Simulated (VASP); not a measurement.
# GaP (F-43m) in VASP: phonons with PBE+D3(BJ)

Aim: the phonons of GaP with PBE+D3(BJ).

Everything below comes from runs of VASP 6.6.1. Logs are shortened: lines on timing, memory, paths and dates and some standing lists are left out, and cuts for length are marked.

## 1. The cell of the first run

It takes space group F-43m (No. 216, cubic). Conventional cell: a = 5.446 Å, b = 5.446 Å, c = 5.446 Å, α = 90.00°, β = 90.00°, γ = 90.00°. Within 3.1 Å of Ga (site symmetry -43m) lie 4 P at 2.36 Å. P (site symmetry -43m) has 4 Ga at 2.36 Å within 3.1 Å.

## 2. Phonons, PBE+D3(BJ)

The input, INCAR:

```
SYSTEM = GaP
  PREC = Accurate
  ENCUT = 500
  EDIFF = 1E-8
  ISMEAR = 0
  SIGMA = 0.01
  LREAL = .False.
  LASPH = .True.
  NELM = 120
  ALGO = Normal
  ISIF = 2
  LWAVE = .False.
  LCHARG = .True.
  GGA = PE
  IVDW = 12
  NBANDS = 16
  IBRION = 6
  NFREE = 2
  POTIM = 0.015
  NSW = 1
  GGA_COMPAT = .False.
```

The input, KPOINTS:

```
Automatic mesh
0
Gamma
  8 8 8
  0 0 0
```

The input, POSCAR:

```
GaP
1.0
    0.0000000000      2.7229173955      2.7229173955
    2.7229173955      0.0000000000      2.7229173955
    2.7229173955      2.7229173955      0.0000000000
Ga P
1 1
Direct
    0.0000000000      0.0000000000      0.0000000000
    0.2500000000      0.2500000000      0.2500000000
```

Potentials or basis: VASP PAW PBE potentials, release 64 (Ga_d, P).

On the command line:

```
> cat potpaw_PBE.64/Ga_d/POTCAR potpaw_PBE.64/P/POTCAR > POTCAR
> mpirun -np 1 vasp_std > vasp.out
```

OUTCAR:

```text
SYSTEM = GaP
   PREC = Accurate
   ENCUT = 500
   EDIFF = 1E-8
   ISMEAR = 0
   LREAL = .False.
   LASPH = .True.
   NELM = 120
   ISIF = 2
   GGA = PE
   IVDW = 12
   IBRION = 6
   NFREE = 2
   POTIM = 0.015
   NSW = 1
 IVDW          = 12

 ion  position               nearest neighbor table
   1  0.000  0.000  0.000-   2 2.36   2 2.36   2 2.36   2 2.36
   2  0.250  0.250  0.250-   1 2.36   1 2.36   1 2.36   1 2.36

  LATTYP: Found a face centered cubic cell.
 ALAT       =     5.4458347910

  Lattice vectors:

 A1 = (   0.0000000000,   2.7229173955,   2.7229173955)
 A2 = (   2.7229173955,   0.0000000000,   2.7229173955)
 A3 = (   2.7229173955,   2.7229173955,   0.0000000000)

Analysis of symmetry for initial positions (statically):
=====================================================================
 Subroutine PRICEL returns:
 Original cell was already a primitive cell.

 Routine SETGRP: Setting up the symmetry group for a
 face centered cubic supercell.

 Subroutine GETGRP returns: Found 24 space group operations
 (whereof 24 operations were pure point group operations)
 out of a pool of 48 trial point group operations.

The static configuration has the point symmetry T_d .

Analysis of symmetry for dynamics (positions and initial velocities):
=====================================================================
 Subroutine PRICEL returns:
 Original cell was already a primitive cell.

 Routine SETGRP: Setting up the symmetry group for a
 face centered cubic supercell.

 Subroutine GETGRP returns: Found 24 space group operations
 (whereof 24 operations were pure point group operations)
 out of a pool of 48 trial point group operations.

The dynamic configuration has the point symmetry T_d .

 Subroutine INISYM returns: Found 24 space group operations
 (whereof 24 operations are pure point group operations),
 and found     1 'primitive' translations

----------------------------------------------------------------------------------------

                                     Primitive cell

[... 120 lines left out ...]
   LRPA    =     F    only Hartree local field effects (RPA)
 finite differences with symmetry
 non-spin polarized calculation
 Gauss-broadening in eV      SIGMA  =   0.01
  energy-cutoff  :      500.00
  volume of cell :       40.38
 maximum number of plane-waves:      1036
   NGX = 13   NGY = 13   NGZ = 13

--------------------------------------- Ionic step        1  -------------------------------------------

 number of electron      18.0000016 magnetization

 Free energy of the ion-electron system (eV)
  ---------------------------------------------------
  ext. energy  EPLUGINS =         0.00000000
  ---------------------------------------------------
  free energy    TOTEN  =        -9.11432905 eV

  energy without entropy =       -9.11432905  energy(sigma->0) =       -9.11432905

------------------------ aborting loop because EDIFF is reached ----------------------------------------

 Edisp (eV)   -0.63476

 E8    (eV) :    -0.2692
[... 151 lines left out ...]
--------------------------------------- Ionic step        5  -------------------------------------------

 number of electron      18.0000016 magnetization

 Free energy of the ion-electron system (eV)
  ---------------------------------------------------
  ext. energy  EPLUGINS =         0.00000000
  ---------------------------------------------------
  free energy    TOTEN  =        -9.11319487 eV

  energy without entropy =       -9.11319487  energy(sigma->0) =       -9.11319487

 E-fermi :   4.8108     XC(G=0):  -9.8445

 val. band max:        4.7235014707   @ k =   0.0000   0.0000   0.0000
 cond. band min:       6.3146608980   @ k =   0.0000   0.3750   0.3750
 fundamental gap:      1.5911594274
 Fermi energy:         4.8107941238

 k-point     1 :       0.0000    0.0000    0.0000
  band No.  band energies     occupation
      1      -9.8794      2.00000
      2      -9.8776      2.00000
      3      -9.8754      2.00000
      4      -9.7769      2.00000
      5      -9.7769      2.00000
      6      -7.8323      2.00000
[... 433 lines left out ...]
      3      -9.8332      2.00000
      4      -9.7821      2.00000
      5      -9.7695      2.00000
      6      -5.3403      2.00000
[... 8 lines left out ...]
     15      16.7011      0.00000
     16      17.1933      0.00000

 [... further k-points ...]

------------------------ aborting loop because EDIFF is reached ----------------------------------------

 Edisp (eV)   -0.63476

 E8    (eV) :    -0.2692
[... 25 lines left out ...]
  FREE ENERGIE OF THE ION-ELECTRON SYSTEM (eV)
  ---------------------------------------------------
  free  energy   TOTEN  =        -9.7479546612 eV

  energy  without entropy=       -9.7479546612  energy(sigma->0) =       -9.74795466

 INTERNAL STRAIN TENSORS FROM DISPLACED ATOMS
 ============================================

 INTERNAL STRAIN TENSOR FOR ION    1 for displacements in x,y,z  (eV/Angst):
          X           Y           Z          XY          YZ          ZX
  --------------------------------------------------------------------------------
  x     0.00000     0.00000     0.00000     0.00000     7.88386     0.00000
  y    -0.00000     0.00000    -0.00000     0.00000     0.00000     7.88386
  z     0.00000     0.00000     0.00000     7.88386     0.00000     0.00000

 INTERNAL STRAIN TENSOR FOR ION    2 for displacements in x,y,z  (eV/Angst):
          X           Y           Z          XY          YZ          ZX
  --------------------------------------------------------------------------------
  x     0.00000     0.00000     0.00000     0.00000    -7.87151     0.00000
  y     0.00000    -0.00000     0.00000     0.00000     0.00000    -7.87151
  z     0.00000     0.00000     0.00000    -7.87151     0.00000     0.00000

 Eigenvectors and eigenvalues of the dynamical matrix
 ----------------------------------------------------

   1 f  =   10.718645 THz    67.347234 2PiTHz  357.535519 cm-1    44.328735 meV
             X         Y         Z           dx          dy          dz
      0.000000  0.000000  0.000000    -0.555259   -0.000000    0.000000
      1.361459  1.361459  1.361459     0.831678   -0.000000    0.000000
[... 21 lines left out ...]
   6 f/i=    0.008313 THz     0.052229 2PiTHz    0.277276 cm-1     0.034378 meV
             X         Y         Z           dx          dy          dz
      0.000000  0.000000  0.000000    -0.027929   -0.537914   -0.633685
      1.361459  1.361459  1.361459    -0.018647   -0.359131   -0.423071

 ELASTIC MODULI CONTR FROM IONIC RELAXATION (kBar)
 Direction    XX          YY          ZZ          XY          YZ          ZX
 --------------------------------------------------------------------------------
 XX          -0.0000      0.0000     -0.0000     -0.0000     -0.0000      0.0000
 YY           0.0000     -0.0000      0.0000     -0.0000      0.0000     -0.0000
 ZZ          -0.0000      0.0000     -0.0000     -0.0000      0.0000      0.0000
 XY          -0.0000     -0.0000     -0.0000   -244.0947      0.0000      0.0000
 YZ          -0.0000      0.0000      0.0000      0.0000   -244.0947      0.0000
 ZX           0.0000     -0.0000      0.0000      0.0000      0.0000   -244.0947
 --------------------------------------------------------------------------------
```

stdout:

```text
POSCAR found type information on POSCAR GaP
 POSCAR found :  2 types and       2 ions
 scaLAPACK will be used
 LDA part: xc-table for (Slater+PW92), standard interpolation
 POSCAR, INCAR and KPOINTS ok, starting setup
 FFT: planning ... GRIDC
 FFT: planning ... GRID_SOFT
 FFT: planning ... GRID
 WAVECAR not read
 entering main loop
 Found     2 degrees of freedom:
 Finite differences POTIM= 0.01500 DOF=   2
 bond charge predicted
 Finite differences progress:
 bond charge predicted
 Finite differences progress:
 bond charge predicted
 Finite differences progress:
 bond charge predicted
 Finite differences progress:
```

Wall time 3.3 min (1 thread of Intel Xeon 8259CL, shared host); peak memory 0.24 GiB.

Results:

```yaml
Highest_phonon_frequency_at_Γ_LO-TO_splitting_left_out: 358 cm⁻¹
Dispersion_energy_per_atom: -0.317 eV
```

Phonon frequencies in cm⁻¹ (negative: imaginary):
```tsv
q point	frequencies
(0.000, 0.000, 0.000)	0 0 0 358 358 358
```
